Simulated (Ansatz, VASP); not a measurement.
**Two plane-wave programs on ZnS**

File POSCAR:

```
ZnS
1.0
    0.0000000000      2.6781727572      2.6781727572
    2.6781727572      0.0000000000      2.6781727572
    2.6781727572      2.6781727572      0.0000000000
Zn S
1 1
Direct
    0.0000000000      0.0000000000      0.0000000000
    0.7500000000      0.7500000000      0.7500000000
```

Contents of INCAR.step1:

```
ALGO = Normal
EDIFF = 1E-5
ENCUT = 400
GGA = PE
GGA_COMPAT = False
ISIF = 2
ISMEAR = 0
LASPH = True
LCHARG = False
LREAL = False
LWAVE = True
NBANDS = 16
NELM = 120
PREC = Accurate
SIGMA = 0.01
```

The input INCAR.step2:

```
ALGO = Normal
EDIFF = 1E-6
ENCUT = 400
GGA = PE
GGA_COMPAT = False
HFSCREEN = 0.2079
ISIF = 2
ISMEAR = 0
ISTART = 1
LASPH = True
LCHARG = False
LHFCALC = True
LREAL = False
LWAVE = False
NBANDS = 16
NELM = 120
PREC = Accurate
PRECFOCK = Normal
SIGMA = 0.01
```

File KPOINTS:

```
k-points
0
Gamma
  6 6 6
```

Input for Ansatz:

```yaml
crystal:
  lattice:
    - [0.0, 2.6781727572, 2.6781727572]
    - [2.6781727572, 0.0, 2.6781727572]
    - [2.6781727572, 2.6781727572, 0.0]
  atoms:
    - { symbol: Zn, position: [0.0, 0.0, 0.0] }
    - { symbol: S, position: [0.75, 0.75, 0.75] }
basis:
  ecutwfc: 420
kpoints:
  mp_grid: { grid: [6, 6, 6] }
hamiltonian:
  xc: hse06
  pseudopotentials: { kind: paw, azcp: { folder: soft_1 } }
scf:
  occupations: { method: fixed }
output:
  forces: true
  stress: true
  eigenvalues: true
```

Alike in both runs: task single point; functional HSE06; k mesh 6 × 6 × 6; no spin polarisation.

|  | VASP | Ansatz |
| --- | --- | --- |
| version | VASP 6.6.1 | Ansatz 0.2.0 |
| potentials or method | VASP PAW PBE potentials, release 64 (Zn, S), cutoff 400 eV | scalar-relativistic, plane waves, PAW |
| occupations | gaussian, width 0.01 eV | fixed |
| valence electrons in the cell | 18 | 18 |

```tsv
	VASP	Ansatz	Ansatz less VASP
gap on the k mesh at the Fermi level (eV)	3.45	3.46	+0.008
least direct gap on the mesh (eV)	3.45	3.46	+0.008
pressure (GPa)	2.8	3.1	+0.30
```

Ansatz's warnings: stress exchange threshold loose, stress scf threshold loose.
